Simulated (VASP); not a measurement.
# TiAl3 (Pmmm) in VASP: notebook, part 2 of 2

VASP 6.6.1. The steps go on from the part before.

## (4) Single point, PBE

This run uses another cell than the first one, of the same volume but with other edges.

File INCAR:

```
SYSTEM = TiAl3
ALGO     = Fast           ! electronic algorithm
EDIFF    = 1E-6           ! SCF threshold, eV
ENCUT    = 520            ! plane-wave cutoff, eV
GGA      = PE             ! functional
ISIF     = 2              ! what is computed and relaxed
ISMEAR   = 0              ! smearing method
LASPH    = .True.         ! aspherical terms in the spheres
LCHARG   = .False.        ! write CHGCAR
LREAL    = .False.        ! projectors in reciprocal space
LWAVE    = .False.        ! write WAVECAR
NBANDS   = 18             ! bands
NELM     = 60             ! most SCF steps
PREC     = Accurate       ! precision mode
SIGMA    = 0.1            ! smearing width, eV
```

File KPOINTS:

```
k-points
0
Gamma
  16 12 8
  0 0 0
```

File POSCAR:

```
TiAl3
1.0
    2.9991112160      0.0000000000      0.0000000000
    0.0000000000      3.9414523614      0.0000000000
    0.0000000000      0.0000000000      5.5306098122
Ti Al
1 3
Direct
    0.0000000000      0.0000000000      0.0000000000
    0.0000000000      0.0000000000      0.5000000000
    0.5000000000      0.5000000000      0.7566372801
    0.5000000000      0.5000000000      0.2433627199
```

Potentials or basis: VASP PAW PBE potentials, release 64 (Ti_sv, Al).

Command:

```console
$ cat potpaw_PBE.64/Ti_sv/POTCAR potpaw_PBE.64/Al/POTCAR > POTCAR
$ mpirun -np 1 vasp_std > vasp.out
```

OUTCAR:

```text
SYSTEM = TiAl3
   EDIFF = 1E-6
   ENCUT = 520
   GGA = PE
   ISIF = 2
   ISMEAR = 0
   LASPH = .True.
   LREAL = .False.
   NELM = 60
   PREC = Accurate

 ion  position               nearest neighbor table
   1  0.000  0.000  0.000-   2 2.77   2 2.77   4 2.82   3 2.82   3 2.82   4 2.82   3 2.82   4 2.82
                             3 2.82   4 2.82
   2  0.000  0.000  0.500-   1 2.77   1 2.77   4 2.85   3 2.85   3 2.85   4 2.85   3 2.85   4 2.85
                             3 2.85   4 2.85
   3  0.500  0.500  0.757-   4 2.69   1 2.82   1 2.82   1 2.82   1 2.82   4 2.84   2 2.85   2 2.85
                             2 2.85   2 2.85
   4  0.500  0.500  0.243-   3 2.69   1 2.82   1 2.82   1 2.82   1 2.82   3 2.84   2 2.85   2 2.85
                             2 2.85   2 2.85

  LATTYP: Found a simple orthorhombic cell.
 ALAT       =     2.9991112160
 B/A-ratio  =     1.3142068025
 C/A-ratio  =     1.8440829345

  Lattice vectors:

 A1 = (   2.9991112160,   0.0000000000,   0.0000000000)
 A2 = (   0.0000000000,   3.9414523614,   0.0000000000)
 A3 = (   0.0000000000,   0.0000000000,   5.5306098122)

Analysis of symmetry for initial positions (statically):
=====================================================================
 Subroutine PRICEL returns:
 Original cell was already a primitive cell.

 Routine SETGRP: Setting up the symmetry group for a
 simple orthorhombic supercell.

 Subroutine GETGRP returns: Found  8 space group operations
 (whereof  8 operations were pure point group operations)
 out of a pool of  8 trial point group operations.

The static configuration has the point symmetry D_2h.

Analysis of symmetry for dynamics (positions and initial velocities):
=====================================================================
 Subroutine PRICEL returns:
 Original cell was already a primitive cell.

[... 129 lines left out ...]
   IMIX   =      4    mixing-type and parameters
     AMIX     =   0.40;   BMIX     =  1.00
     AMIX_MAG =   1.60;   BMIX_MAG =  1.00
  volume/ion in A,a.u.               =      16.34       110.30
  Fermi-wavevector in a.u.,A,eV,Ry     =   1.121176  2.118716 17.103022  1.257037
  Thomas-Fermi vector in A             =   2.257828
   LORBIT       =      0    0 simple, 1 ext, 2 COOP (PROOUT), +10 PAW based schemes
   GGA     = PE    functional components
   LHFCALC =     F    Hartree Fock is set to
   AEXX    =    0.0000 exact exchange contribution
   IVDW    =     0    specifies the selected vdW correction
   LEPSILON=     F    determine dielectric tensor
   LRPA    =     F    only Hartree local field effects (RPA)
 non-spin polarized calculation
 RMM-DIIS sequential band-by-band and
 Gauss-broadening in eV      SIGMA  =   0.10
  energy-cutoff  :      520.00
  volume of cell :       65.38
 maximum number of plane-waves:      1789
 NGX is ok and might be reduce to    24

 number of electron      20.9999992 magnetization

 Free energy of the ion-electron system (eV)
  ---------------------------------------------------
  ext. energy  EPLUGINS =         0.00000000
  ---------------------------------------------------
  free energy    TOTEN  =       -20.08575458 eV

  energy without entropy =      -20.07452171  energy(sigma->0) =      -20.08013814

 E-fermi :   8.0888     XC(G=0): -10.6130

 val. band max:        8.0884440840   @ k =   0.5000   0.1667   0.3750
 cond. band min:       8.0894455280   @ k =   0.4375   0.5000   0.2500
 fundamental gap:      0.0010014439
 Fermi energy:         8.0888227902

 k-point     1 :       0.0000    0.0000    0.0000
  band No.  band energies     occupation
      1     -48.5046      2.00000
      2     -24.8341      2.00000
      3     -24.8158      2.00000
      4     -24.5729      2.00000
      5      -2.0651      2.00000
      6       2.7354      2.00000
[... 481 lines left out ...]
      5      -0.1983      2.00000
      6       4.2414      2.00000
[... 10 lines left out ...]
     17      12.9183      0.00000
     18      13.1968      0.00000

 [... further k-points ...]

------------------------ aborting loop because EDIFF is reached ----------------------------------------

  FORCE on cell =-STRESS in cart. coord.  units (eV):
  Direction    XX          YY          ZZ          XY          YZ          ZX
  --------------------------------------------------------------------------------------
  -------------------------------------------------------------------------------------
  Total       -0.0176054     -0.0229748     -0.0350683      0.0000000      0.0000000      0.0000000
  in kB       -0.4314543     -0.5630427     -0.8594154      0.0000000      0.0000000      0.0000000
  external PRESSURE =      -0.6179708 kB  Pullay stress =       0.0000000 kB

 VOLUME and BASIS-vectors are now :
 -----------------------------------------------------------------------------
  energy-cutoff  :      520.00
  volume of cell :       65.38
      direct lattice vectors                 reciprocal lattice vectors
     2.999111216  0.000000000  0.000000000     0.333432116  0.000000000  0.000000000
     0.000000000  3.941452361  0.000000000     0.000000000  0.253713583  0.000000000
     0.000000000  0.000000000  5.530609812     0.000000000  0.000000000  0.180811888

 POSITION                                       TOTAL-FORCE (eV/Angst)
 -----------------------------------------------------------------------------------
      0.00000      0.00000      0.00000         0.000000      0.000000      0.000000
      0.00000      0.00000      2.76530         0.000000      0.000000      0.000000
      1.49956      1.97073      4.18467         0.000000      0.000000      0.001886
      1.49956      1.97073      1.34594         0.000000      0.000000     -0.001886
 -----------------------------------------------------------------------------------
    total drift:                               -0.000000      0.000000     -0.000000

  FREE ENERGIE OF THE ION-ELECTRON SYSTEM (eV)
  ---------------------------------------------------
  free  energy   TOTEN  =       -20.0857545821 eV

  energy  without entropy=      -20.0745217075  energy(sigma->0) =      -20.08013814
```

stdout:

```text
POSCAR found type information on POSCAR TiAl
 POSCAR found :  2 types and       4 ions
 scaLAPACK will be used
 LDA part: xc-table for (Slater+PW92), standard interpolation
 POSCAR, INCAR and KPOINTS ok, starting setup
 FFT: planning ... GRIDC
 FFT: planning ... GRID_SOFT
 FFT: planning ... GRID
 WAVECAR not read
 entering main loop
WARNING in EDDRMM: call to ZHEGV failed, returncode =   8  4     18
WARNING in EDDRMM: call to ZHEGV failed, returncode =   6  3     12
WARNING in EDDRMM: call to ZHEGV failed, returncode =   6  3     14
WARNING in EDDRMM: call to ZHEGV failed, returncode =   6  3      6
WARNING in EDDRMM: call to ZHEGV failed, returncode =   8  4      3
```

Run time: 4.4 min. Hardware: 1 thread of Intel Xeon 6975P-C (Granite Rapids), shared host; peak memory 0.44 GiB.

What came out:

```
Free energy : -20.0858 eV
Pressure    : -0.1 GPa
```

Levels at points of the mesh, in eV from the Fermi level:
| k point | band 7 | band 8 | band 9 | band 10 | band 11 | band 12 | band 13 | band 14 | band 15 | band 16 |
| --- | --- | --- | --- | --- | --- | --- | --- | --- | --- | --- |
| (0.00, 0.00, 0.00) | -5.25 | -1.46 | -1.18 | -0.51 | 0.17 | 1.88 | 1.99 | 2.71 | 4.07 | 4.43 |
| (0.50, 0.00, 0.00) | -2.67 | -1.86 | -1.64 | -1.44 | -1.09 | 0.66 | 1.95 | 2.56 | 3.50 | 3.59 |
| (0.00, 0.50, 0.00) | -4.19 | -3.41 | -2.71 | -1.83 | 1.30 | 1.44 | 1.74 | 1.97 | 3.02 | 7.32 |
| (0.50, 0.50, 0.00) | -3.64 | -3.52 | -1.67 | -1.66 | -1.57 | 1.07 | 1.39 | 1.55 | 1.82 | 2.04 |
| (0.00, 0.00, 0.50) | -2.20 | -1.90 | -0.74 | 0.59 | 0.74 | 1.00 | 1.75 | 2.00 | 2.15 | 3.96 |
| (0.50, 0.00, 0.50) | -4.35 | -4.09 | -0.95 | -0.25 | 0.19 | 0.25 | 2.62 | 3.13 | 3.71 | 4.41 |
| (0.00, 0.50, 0.50) | -6.45 | -4.82 | -0.70 | -0.22 | 1.33 | 1.47 | 1.90 | 1.92 | 4.19 | 5.63 |
| (0.50, 0.50, 0.50) | -3.69 | -3.30 | -2.66 | -2.19 | -1.21 | -1.05 | 1.12 | 1.57 | 1.84 | 3.70 |

## (5) Overview

| spin | cell | k mesh | gap on the mesh (eV) | pressure (GPa) | largest force (eV/Å) |
| --- | --- | --- | --- | --- | --- |
| off | a = 2.878, b = 4.024, c = 5.640 Å, 4 atoms | 6 × 4 × 4 | none | -0.3 | 0.07 |
| collinear, ferromagnetic start | a = 2.878, b = 4.024, c = 5.640 Å, 4 atoms | 6 × 4 × 4 | none | -0.3 | 0.07 |
| off | a = 2.999, b = 3.941, c = 5.531 Å, 4 atoms | 16 × 12 × 8 | none | -0.1 | - |

Alike in all rows: task single point; level PBE; potentials or basis VASP PAW PBE potentials, release 64 (Ti_sv, Al); cutoff (eV) 520; smearing gaussian 0.1 eV.

Caveats: some runs use coarse meshes.

Total energies depend on the potentials used, so only differences within one code and one set of settings carry meaning.
